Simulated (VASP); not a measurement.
ZnO, 2 atoms in the cell. It takes space group Cmmm (No. 65, orthorhombic). Conventional cell: a = 2.866 Å, b = 7.054 Å, c = 2.838 Å, α = 90.00°, β = 90.00°, γ = 90.00°. Zn (site symmetry mmm) has 4 O at 2.02 Å within 2.7 Å. Within 2.7 Å of O (site symmetry mmm) lie 4 Zn at 2.02 Å. 

* Program: VASP 6.6.1
* Task: single point
* Functional: PBE
* Potentials or basis: VASP PAW PBE potentials, release 64 (Zn, O)
* Cutoff: 520 eV
* k mesh: 10 × 10 × 9
* Occupations: fermi-dirac, width 0.05 eV
* Spin: no spin polarisation
* Dipole correction: no
* Further INCAR settings: ALGO = Normal; EDIFF = 1e-06; NBANDS = 16

Potentials or basis: VASP PAW PBE potentials, release 64 (Zn, O).

Run with:

```bash
$ cat potpaw_PBE.64/Zn/POTCAR potpaw_PBE.64/O/POTCAR > POTCAR
$ mpirun -np 1 vasp_std > vasp.out
```

Hardware: 1 thread of Intel(R) Xeon(R) Platinum 8259CL CPU @ 2.50GHz (Skylake/Cascade Lake), on a shared host.

Task: Estimate the wall time of this run.

Result: Run time: 46 s on 1 thread of Intel(R) Xeon(R) Platinum 8259CL CPU @ 2.50GHz (Skylake/Cascade Lake) (shared host), peak memory 0.19 GiB. Counts: scf iterations 13, k points 155.
